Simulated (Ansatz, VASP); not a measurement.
Two plane-wave programs on HfO2

```
Hf O
1.0
     0.00000    2.55750    2.55750
     2.55750    0.00000    2.55750
     2.55750    2.55750    0.00000
Hf O
1 2
Direct
  0.00000 0.00000 0.00000
  0.26693 0.26693 0.26693
  0.73307 0.73307 0.73307
```

Change from the starting cell: mode 7 (564.8 1/cm) frozen in, largest displacement +0.150 Å.

Alike in both runs: task single point; functional r2SCAN; k mesh 8 × 8 × 8; occupations gaussian, width 0.05 eV; no spin polarisation.

|  | VASP | Ansatz |
| --- | --- | --- |
| version | VASP 6.6.1 | Ansatz 0.2.0 |
| potentials or method | VASP PAW PBE potentials, release 64 (Hf_pv, O), cutoff 520 eV | scalar-relativistic, plane waves, PAW |
| valence electrons in the cell | 22 | 38 |

```tsv
	VASP	Ansatz	Ansatz less VASP
gap on the k mesh at the Fermi level (eV)	4.25	4.25	-0.001
least direct gap on the mesh (eV)	4.35	4.34	-0.012
pressure (GPa)	-7.9	-4.3	+3.59
traceless stress, the component that is largest in VASP (GPa)	-4.42	-4.98	-0.560
rms of the force components (eV/Å)	1.090	1.110	+0.0200
```

VASP's potentials were made for PBE, not for r2SCAN. Atom by atom the forces differ by 0.020 eV/Å (rms over components). VASP's potentials hold 22 valence electrons a cell and Ansatz's 38, so a difference there can come from the potentials and not from the codes.

Spin-orbit coupling is off throughout.
